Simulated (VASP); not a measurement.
## Si3C: single point with PBE

Crystal: Si3C.

```xyz
4
Lattice="2.7723 0.0000 0.0000 -1.3862 2.4009 0.0000 0.0000 0.0000 8.7743" Properties=species:S:1:pos:R:3 pbc="T T T"
Si    0.0000    1.6006    6.5807
Si    0.0000    1.6006    2.1936
Si    1.3862    0.8003    0.0000
C     1.3862    0.8003    4.3872
```

```
Program             : VASP 6.6.1
Task                : single point
Functional          : PBE
Potentials or basis : VASP PAW PBE potentials, release 64 (Si, C)
Cutoff              : 520 eV
k mesh              : 6 × 6 × 2
Occupations         : gaussian, width 0.1 eV
Spin                : no spin polarisation
```

```json
{"Pressure": "-12.4 GPa", "Largest force": "1.628 eV/Å", "Band gap on the k mesh": "zero (band 8 reaches 10.91 eV, above the bottom of band 9 at 5.38 eV)"}
```

Forces on the atoms (eV/Å):
```
Si   0.000  0.000 -1.628
Si   0.000  0.000  1.628
Si   0.000  0.000  0.000
C    0.000  0.000  0.000
```

Stress tensor (GPa, compression positive):
```
-10.97   0.00   0.00
  0.00 -10.97   0.00
  0.00   0.00 -15.35
```

Levels at points of the mesh, in eV from the Fermi level:
```
           k point  band 4  band 5  band 6  band 7  band 8  band 9  band 10  band 11  band 12  band 13
(0.00, 0.00, 0.00)   -7.32   -5.82    1.18    1.98    3.13    3.13     8.02     8.02     8.81     9.35
(0.50, 0.00, 0.00)   -6.24   -5.46   -4.72   -1.83   -1.31   -0.92     1.13     1.57     3.47     4.22
(0.00, 0.00, 0.50)   -9.33   -2.96   -2.44    3.13    3.13    4.95     7.30     7.99     7.99     9.39
(0.50, 0.00, 0.50)   -6.22   -5.12   -3.73   -3.07   -2.94    1.42     1.59     2.02     3.29     3.31
```

Run time: 11 s on 1 thread of AMD EPYC 9R45 96-Core Processor (Zen 5), on a shared host, peak memory 0.15 GiB.

Caveat: the k points lie up to 0.44 Å⁻¹ apart; forces of over 1 eV/Å act on the atoms, so gaps and moduli don't describe the material at rest.
